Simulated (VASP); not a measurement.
# Cu in VASP: a series of runs, part 2 of 2

VASP 6.6.1. Earlier steps stand in the parts before.

### 3 Single point, PBE+D3(BJ)

This run uses another cell than the first one.

Contents of INCAR:

```
SYSTEM = Cu
PREC = Accurate ; ENCUT = 520
EDIFF = 1E-6 ; ISMEAR = 0
SIGMA = 0.1 ; LREAL = Auto
LASPH = .TRUE. ; NELM = 100
ALGO = Normal ; ISIF = 2
LWAVE = .FALSE. ; LCHARG = .FALSE.
LDIPOL = .TRUE. ; IDIPOL = 3
DIPOL = 0.5 0.5 0.458 ; GGA = PE
IVDW = 12 ; NBANDS = 102
```

Contents of KPOINTS:

```
Automatic mesh
0
G
  4 4 1
  0 0 0
```

Contents of POSCAR:

```
Cu
1.0
    5.0393684366      0.0000000000      0.0000000000
    0.0000000000      5.0393684366      0.0000000000
    0.0000000000      0.0000000000     23.3450573916
Cu
16
Direct
    0.2500000000      0.2500000000      0.3426849575
    0.2500000000      0.7500000000      0.3426849575
    0.7500000000      0.2500000000      0.3426849575
    0.7500000000      0.7500000000      0.3426849575
    0.5000000000      0.5000000000      0.4190045727
    0.5000000000      0.0000000000      0.4190045727
    0.0000000000      0.5000000000      0.4190045727
    0.0000000000      0.0000000000      0.4190045727
    0.7506613610      0.7505266071      0.4971274870
    0.7508455971      0.2494352779      0.4967833045
    0.2494583980      0.7507113568      0.4967915156
    0.2491969817      0.2491783839      0.4970204984
   -0.0005285012     -0.0006230145      0.5737431563
   -0.0001832442      0.5009930462      0.5721531439
    0.5011316638     -0.0002654805      0.5720952006
    0.4989908731      0.4988041846      0.5723155214
```

Potentials or basis: VASP PAW PBE potentials, release 64 (Cu).

Launch:

```sh
cat potpaw_PBE.64/Cu/POTCAR > POTCAR
mpirun -np 1 vasp_std > vasp.out
```

OUTCAR:

```text
SYSTEM = Cu
   PREC = Accurate
   ENCUT = 520
   EDIFF = 1E-6
   ISMEAR = 0
   LREAL = Auto
   LASPH = .TRUE.
   NELM = 100
   ISIF = 2
   GGA = PE
   IVDW = 12
 IVDW          = 12

 ion  position               nearest neighbor table
   1  0.250  0.250  0.343-   5 2.52   6 2.52   7 2.52   8 2.52   2 2.52   3 2.52   2 2.52   3 2.52

   2  0.250  0.750  0.343-   5 2.52   6 2.52   7 2.52   8 2.52   1 2.52   4 2.52   1 2.52   4 2.52

   3  0.750  0.250  0.343-   5 2.52   6 2.52   7 2.52   8 2.52   1 2.52   4 2.52   4 2.52   1 2.52
[... 23 lines left out ...]
  15  0.501  1.000  0.572-   9 2.49  10 2.50  12 2.50  11 2.50  13 2.51  16 2.52  16 2.52  13 2.53

  16  0.499  0.499  0.572-  12 2.50   9 2.51  10 2.51  11 2.51  15 2.52  14 2.52  14 2.52  15 2.52

  LATTYP: Found a simple tetragonal cell.
 ALAT       =     5.0393684366
 C/A-ratio  =     4.6325363357

  Lattice vectors:

 A1 = (   5.0393684366,   0.0000000000,   0.0000000000)
 A2 = (   0.0000000000,   5.0393684366,   0.0000000000)
 A3 = (   0.0000000000,   0.0000000000,  23.3450573916)

Analysis of symmetry for initial positions (statically):
=====================================================================
 Subroutine PRICEL returns:
[... 1225 lines left out ...]
 [bands above 100 left out]

------------------------ aborting loop because EDIFF is reached ----------------------------------------

 vacuum level on the upper side and lower side of the slab       (xc-potential included)        -0.132        -0.128

 Edisp (eV)   -6.69381

 E8    (eV) :    -2.9981

  FORCE on cell =-STRESS in cart. coord.  units (eV):
  Direction    XX          YY          ZZ          XY          YZ          ZX
  --------------------------------------------------------------------------------------
  -------------------------------------------------------------------------------------
  Total      -4.81579    -4.81629    -0.04168    -0.00333     0.02113     0.01231
  in kB     -13.01459   -13.01596    -0.11265    -0.00899     0.05711     0.03326
  external pressure =       -8.71 kB  Pullay stress =        0.00 kB

 VOLUME and BASIS-vectors are now :
 -----------------------------------------------------------------------------
  energy-cutoff  :      520.00
  volume of cell :      592.85
      direct lattice vectors                 reciprocal lattice vectors
     5.039368437  0.000000000  0.000000000     0.198437565  0.000000000  0.000000000
     0.000000000  5.039368437  0.000000000     0.000000000  0.198437565  0.000000000
     0.000000000  0.000000000 23.345057392     0.000000000  0.000000000  0.042835620

 POSITION                                       TOTAL-FORCE (eV/Angst)
 -----------------------------------------------------------------------------------
      1.25984      1.25984      8.00000         0.000734      0.000674      0.039917
      1.25984      3.77953      8.00000        -0.000029     -0.000679      0.042193
      3.77953      1.25984      8.00000        -0.000701     -0.000072      0.042185
      3.77953      3.77953      8.00000         0.000055      0.000062      0.039908
      2.51968      2.51968      9.78169         0.001675      0.001342     -0.048014
      2.51968      0.00000      9.78169         0.001848     -0.002045     -0.059336
[... 8 lines left out ...]
      2.52539      5.03803     13.35560        -0.043386     -0.012916      0.084627
      2.51460      2.51366     13.36074         0.022342      0.025131      0.038369
 -----------------------------------------------------------------------------------
    total drift:                                0.000056     -0.000043     -0.000966

  FREE ENERGIE OF THE ION-ELECTRON SYSTEM (eV)
  ---------------------------------------------------
  free  energy   TOTEN  =       -61.4142604478 eV

  energy  without entropy=      -61.3639321692  energy(sigma->0) =      -61.38909631

 vacuum level on the upper side and lower side of the slab         3.780         3.783
```

stdout:

```text
POSCAR found type information on POSCAR Cu
 POSCAR found :  1 types and      16 ions
 scaLAPACK will be used
 LDA part: xc-table for (Slater+PW92), standard interpolation
 POSCAR, INCAR and KPOINTS ok, starting setup
 FFT: planning ... GRIDC
 FFT: planning ... GRID_SOFT
 FFT: planning ... GRID
 WAVECAR not read
 entering main loop
```

It took 19 min on 1 thread of AMD EPYC 9R45 (Zen 5), shared host; peak memory 0.76 GiB.

What came out:

| Property | Result |
| --- | --- |
| Free energy | -61.4143 eV |
| Largest force | 0.098 eV/Å |
| Band gap on the k mesh | zero (bands 88 and 89 overlap by 0.92 eV) |
| Dispersion energy per atom | -0.418 eV |

Forces on the atoms (eV/Å):
```
Cu   0.001  0.001  0.040
Cu   0.000 -0.001  0.042
Cu  -0.001  0.000  0.042
Cu   0.000  0.000  0.040
Cu   0.002  0.001 -0.048
Cu   0.002 -0.002 -0.059
Cu  -0.001  0.002 -0.061
Cu  -0.001 -0.002 -0.087
Cu  -0.022 -0.020 -0.046
Cu  -0.020  0.016  0.014
Cu   0.017 -0.019  0.014
Cu   0.016  0.015 -0.014
Cu   0.040  0.039 -0.080
Cu  -0.011 -0.042  0.080
Cu  -0.043 -0.013  0.085
Cu   0.022  0.025  0.038
```

### 4 Single point, PBE+D3(BJ)

Contents of INCAR:

```
SYSTEM = Cu
ALGO = Normal
DIPOL = 0.5 0.5 0.501
EDIFF = 1E-6
ENCUT = 520
GGA = PE
IDIPOL = 3
ISIF = 2
ISMEAR = 0
IVDW = 12
LASPH = .True.
LCHARG = .False.
LDIPOL = .True.
LREAL = Auto
LWAVE = .False.
NBANDS = 102
NELM = 60
PREC = Accurate
SIGMA = 0.1
```

Contents of KPOINTS:

```
k-points
0
Gamma
  4 4 1
  0 0 0
```

Contents of POSCAR:

```
Cu
1.0
    5.0393684366      0.0000000000      0.0000000000
    0.0000000000      5.0393684366      0.0000000000
    0.0000000000      0.0000000000     21.3450573916
Cu
16
Direct
    0.2500000000      0.2500000000      0.3747940262
    0.2500000000      0.7500000000      0.3747940262
    0.7500000000      0.2500000000      0.3747940262
    0.7500000000      0.7500000000      0.3747940262
    0.5000000000      0.5000000000      0.4582646754
    0.5000000000      0.0000000000      0.4582646754
    0.0000000000      0.5000000000      0.4582646754
    0.0000000000      0.0000000000      0.4582646754
    0.7500000000      0.7500000000      0.5435007389
    0.7500000000      0.2500000000      0.5435007389
    0.2500000000      0.7500000000      0.5435007389
    0.2500000000      0.2500000000      0.5435007389
    0.0000000000      0.0000000000      0.6263064368
    0.0000000000      0.5000000000      0.6263064368
    0.5000000000      0.0000000000      0.6263064368
    0.5000000000      0.5000000000      0.6263064368
```

Launch:

```sh
cat potpaw_PBE.64/Cu/POTCAR > POTCAR
mpirun -np 1 vasp_std > vasp.out
```

It took 15 min on 1 thread of Oxide Virtual Turin-like, shared host; peak memory 0.59 GiB.

It converged, with:

```yaml
Free_energy: -61.4195 eV
Largest_force: 0.061 eV/Å
Band_gap_on_the_k_mesh: zero (bands 88 and 89 overlap by 0.92 eV)
Dispersion_energy_per_atom: -0.419 eV
```

Forces on the atoms (eV/Å):
```
Cu   0.000  0.000  0.038
Cu   0.000  0.000  0.038
Cu   0.000  0.000  0.038
Cu   0.000  0.000  0.038
Cu   0.000  0.000 -0.061
Cu   0.000  0.000 -0.061
Cu   0.000  0.000 -0.061
Cu   0.000  0.000 -0.061
Cu   0.000  0.000  0.000
Cu   0.000  0.000  0.000
Cu   0.000  0.000  0.000
Cu   0.000  0.000  0.000
Cu   0.000  0.000  0.023
Cu   0.000  0.000  0.023
Cu   0.000  0.000  0.023
Cu   0.000  0.000  0.023
```

Levels at points of the mesh, in eV from the Fermi level:
```csv
k point,band 86,band 87,band 88,band 89,band 90,band 91
"(0.00, 0.00, 0.00)",-0.34,-0.34,-0.34,-0.03,-0.03,-0.02
"(0.50, 0.00, 0.00)",-1.08,0.80,0.80,0.80,0.80,1.27
"(0.50, 0.50, 0.00)",-1.17,-1.17,-1.17,0.33,0.33,0.33
```

### 5 Single point, PBE+D3(BJ)

INCAR is that of step 4.

KPOINTS is that of step 4.

Contents of POSCAR:

```
Cu
1.0
    5.0393684365      0.0000000000      0.0000000000
    0.0000000000      5.0393684365      0.0000000000
    0.0000000000      0.0000000000     21.3450573916
Cu
16
Direct
    0.2500000000      0.2500000000      0.3747940262
    0.2500000000      0.7500000000      0.3747940262
    0.7500000000      0.2500000000      0.3747940262
    0.7500000000      0.7500000000      0.3747940262
    0.5000000000      0.5000000000      0.4582646754
    0.5000000000      0.0000000000      0.4582646754
    0.0000000000      0.5000000000      0.4582646754
    0.0000000000      0.0000000000      0.4582646754
    0.7500000000      0.7500000000      0.5435007467
    0.7500000000      0.2500000000      0.5435007467
    0.2500000000      0.7500000000      0.5435007467
    0.2500000000      0.2500000000      0.5435007467
    0.0000000000      0.0000000000      0.6263064493
    0.0000000000      0.5000000000      0.6263064493
    0.5000000000      0.0000000000      0.6263064493
    0.5000000000      0.5000000000      0.6263064493
```

Potentials or basis: VASP PAW PBE potentials, release 64 (Cu).

Launch:

```sh
cat potpaw_PBE.64/Cu/POTCAR > POTCAR
mpirun -np 1 vasp_std > vasp.out
```

OUTCAR:

```text
SYSTEM = Cu
   EDIFF = 1E-6
   ENCUT = 520
   GGA = PE
   ISIF = 2
   ISMEAR = 0
   IVDW = 12
   LASPH = .True.
   LREAL = Auto
   NELM = 60
   PREC = Accurate
 IVDW          = 12

 ion  position               nearest neighbor table
   1  0.250  0.250  0.375-   2 2.52   3 2.52   2 2.52   3 2.52   7 2.52   8 2.52   5 2.52   6 2.52

   2  0.250  0.750  0.375-   1 2.52   4 2.52   1 2.52   4 2.52   7 2.52   8 2.52   5 2.52   6 2.52

   3  0.750  0.250  0.375-   1 2.52   4 2.52   4 2.52   1 2.52   7 2.52   8 2.52   5 2.52   6 2.52
[... 861 lines left out ...]
  Total      -4.86357    -4.86357    -0.11671     0.00000     0.00000     0.00000
  in kB     -14.37527   -14.37527    -0.34496     0.00000     0.00000     0.00000
  external pressure =       -9.70 kB  Pullay stress =        0.00 kB

 VOLUME and BASIS-vectors are now :
 -----------------------------------------------------------------------------
  energy-cutoff  :      520.00
  volume of cell :      542.06
      direct lattice vectors                 reciprocal lattice vectors
     5.039368437  0.000000000  0.000000000     0.198437565  0.000000000  0.000000000
     0.000000000  5.039368437  0.000000000     0.000000000  0.198437565  0.000000000
     0.000000000  0.000000000 21.345057392     0.000000000  0.000000000  0.046849253

 POSITION                                       TOTAL-FORCE (eV/Angst)
 -----------------------------------------------------------------------------------
      1.25984      1.25984      8.00000        -0.000000     -0.000000      0.038190
      1.25984      3.77953      8.00000        -0.000000     -0.000000      0.038190
      3.77953      1.25984      8.00000        -0.000000      0.000000      0.038190
      3.77953      3.77953      8.00000        -0.000000     -0.000000      0.038190
      2.51968      2.51968      9.78169        -0.000000      0.000000     -0.061096
      2.51968      0.00000      9.78169        -0.000000     -0.000000     -0.061096
[... 8 lines left out ...]
      2.51968      0.00000     13.36855        -0.000000      0.000000      0.023247
      2.51968      2.51968     13.36855        -0.000000      0.000000      0.023247
 -----------------------------------------------------------------------------------
    total drift:                               -0.000000     -0.000000      0.004757

  FREE ENERGIE OF THE ION-ELECTRON SYSTEM (eV)
  ---------------------------------------------------
  free  energy   TOTEN  =       -61.4194692566 eV

  energy  without entropy=      -61.3691301243  energy(sigma->0) =      -61.39429969

 vacuum level on the upper side and lower side of the slab         4.167         4.173
```

OSZICAR:

```text
N       E                     dE             d eps       ncg     rms          rms(c)
DAV:   1     0.164878163916E+04    0.16488E+04   -0.75362E+04  1224   0.214E+03
DAV:   2     0.148784813969E+03   -0.15000E+04   -0.14589E+04  1224   0.464E+02
DAV:   3    -0.560279169797E+02   -0.20481E+03   -0.19003E+03  1272   0.223E+02
DAV:   4    -0.671489723325E+02   -0.11121E+02   -0.10774E+02  1314   0.686E+01
[... 19 lines left out ...]
DAV:  24    -0.547233732135E+02   -0.89096E-05   -0.72568E-07   736   0.204E-02    0.252E-03
DAV:  25    -0.547233973237E+02   -0.24110E-04   -0.20679E-06   792   0.990E-03    0.463E-04
DAV:  26    -0.547234005511E+02   -0.32273E-05   -0.42612E-07   728   0.522E-03    0.124E-03
DAV:  27    -0.547234021592E+02   -0.16081E-05   -0.23143E-07   724   0.529E-03    0.454E-04
DAV:  28    -0.547234026536E+02   -0.49442E-06   -0.68843E-08   720   0.294E-03
   1 F= -.61419469E+02 E0= -.61394300E+02  d E =-.503391E-01
```

stdout:

```text
POSCAR found type information on POSCAR Cu
 POSCAR found :  1 types and      16 ions
 scaLAPACK will be used
 LDA part: xc-table for (Slater+PW92), standard interpolation
 POSCAR, INCAR and KPOINTS ok, starting setup
 FFT: planning ... GRIDC
 FFT: planning ... GRID_SOFT
 FFT: planning ... GRID
 WAVECAR not read
 entering main loop
```

Wall time 24 min (1 thread of Oxide Virtual Turin-like, shared host); peak memory 0.59 GiB.

What came out:

```
Free energy                : -61.4195 eV
Largest force              : 0.061 eV/Å
Band gap on the k mesh     : zero (bands 88 and 89 overlap by 0.92 eV)
Dispersion energy per atom : -0.419 eV
```

Forces on the atoms (eV/Å):
```
Cu   0.000  0.000  0.038
Cu   0.000  0.000  0.038
Cu   0.000  0.000  0.038
Cu   0.000  0.000  0.038
Cu   0.000  0.000 -0.061
Cu   0.000  0.000 -0.061
Cu   0.000  0.000 -0.061
Cu   0.000  0.000 -0.061
Cu   0.000  0.000  0.000
Cu   0.000  0.000  0.000
Cu   0.000  0.000  0.000
Cu   0.000  0.000  0.000
Cu   0.000  0.000  0.023
Cu   0.000  0.000  0.023
Cu   0.000  0.000  0.023
Cu   0.000  0.000  0.023
```

### 6 Single point, PBE+D3(BJ)

This run uses another cell than the first one.

Contents of INCAR:

```
PREC     = Accurate       # precision mode
ENCUT    = 520            # plane-wave cutoff, eV
EDIFF    = 1E-7           # SCF threshold, eV
ISMEAR   = 0              # smearing method
SIGMA    = 0.1            # smearing width, eV
LREAL    = Auto         
LASPH    = True           # aspherical terms in the spheres
NELM     = 60             # most SCF steps
ALGO     = Normal         # electronic algorithm
ISIF     = 2              # what is computed and relaxed
LWAVE    = False          # write WAVECAR
LCHARG   = False          # write CHGCAR
LDIPOL   = True         
IDIPOL   = 3            
DIPOL    = 0.5 0.5 0.436
GGA      = PE             # functional
IVDW     = 12             # dispersion correction
NBANDS   = 102            # bands
```

Contents of KPOINTS:

```
Automatic mesh
0
Gamma
  4 4 1
```

Contents of POSCAR:

```
Cu
1.0
    5.0393684365      0.0000000000      0.0000000000
    0.0000000000      5.0393684365      0.0000000000
    0.0000000000      0.0000000000     24.4950573916
Cu
16
Direct
    0.2500000000      0.2500000000      0.3265964995
    0.2500000000      0.7500000000      0.3265964995
    0.7500000000      0.2500000000      0.3265964995
    0.7500000000      0.7500000000      0.3265964995
    0.5000000000      0.5000000000      0.3993330426
    0.5000000000      0.0000000000      0.3993330426
    0.0000000000      0.5000000000      0.3993330426
    0.0000000000      0.0000000000      0.3993330426
    0.7519287774      0.7519287774      0.4733248750
    0.7519287774      0.2480712226      0.4733248750
    0.2480712226      0.7519287774      0.4733248750
    0.2480712226      0.2480712226      0.4733248750
    0.0000000000      0.0000000000      0.5496307123
    0.0000000000      0.5000000000      0.5451827941
    0.5000000000      0.0000000000      0.5451827941
    0.5000000000      0.5000000000      0.5437345348
```

Potentials or basis: VASP PAW PBE potentials, release 64 (Cu).

Launch:

```sh
cat potpaw_PBE.64/Cu/POTCAR > POTCAR
mpirun -np 1 vasp_std > vasp.out
```

Wall time 33 min (1 thread of Oxide Virtual Turin-like, shared host); peak memory 0.7 GiB.

The run converged. Its results:

```yaml
Free_energy: -61.3920 eV
Largest_force: 0.368 eV/Å
Band_gap_on_the_k_mesh: zero (bands 88 and 89 overlap by 0.92 eV)
Dispersion_energy_per_atom: -0.418 eV
```

Forces on the atoms (eV/Å):
```
Cu   0.001  0.001  0.037
Cu   0.001 -0.001  0.037
Cu  -0.001  0.001  0.037
Cu  -0.001 -0.001  0.037
Cu   0.000  0.000 -0.037
Cu   0.000  0.000 -0.081
Cu   0.000  0.000 -0.081
Cu   0.000  0.000 -0.148
Cu  -0.017 -0.017  0.062
Cu  -0.017  0.017  0.062
Cu   0.017 -0.017  0.062
Cu   0.017  0.017  0.062
Cu   0.000  0.000 -0.368
Cu   0.000  0.000  0.071
Cu   0.000  0.000  0.071
Cu   0.000  0.000  0.178
```

Levels at points of the mesh, in eV from the Fermi level:
| k point | band 85 | band 86 | band 87 | band 88 | band 89 | band 90 | band 91 | band 92 |
| --- | --- | --- | --- | --- | --- | --- | --- | --- |
| (0.00, 0.00, 0.00) | -0.36 | -0.33 | -0.33 | -0.31 | -0.02 | -0.02 | -0.02 | -0.02 |
| (0.50, 0.00, 0.00) | -1.09 | -1.07 | 0.78 | 0.79 | 0.80 | 0.81 | 1.25 | 1.27 |
| (0.50, 0.50, 0.00) | -1.18 | -1.16 | -1.16 | -1.16 | 0.31 | 0.33 | 0.33 | 0.36 |

### 7 Summary

| cell | gap on the mesh (eV) | largest force (eV/Å) |
| --- | --- | --- |
| a = 5.039, b = 5.039, c = 21.345 Å, 16 atoms, atomic positions A | none | 0.06 |
| a = 5.039, b = 5.039, c = 23.345 Å, 16 atoms, atomic positions B | none | 0.10 |
| a = 5.039, b = 5.039, c = 24.495 Å, 16 atoms, atomic positions C | none | 0.37 |

Alike in all rows: task single point; level PBE+D3(BJ); potentials or basis VASP PAW PBE potentials, release 64 (Cu); no spin polarisation; k mesh 4 × 4 × 1; cutoff (eV) 520; smearing gaussian 0.1 eV.

Absolute energies hang on the potentials; compare differences alone.
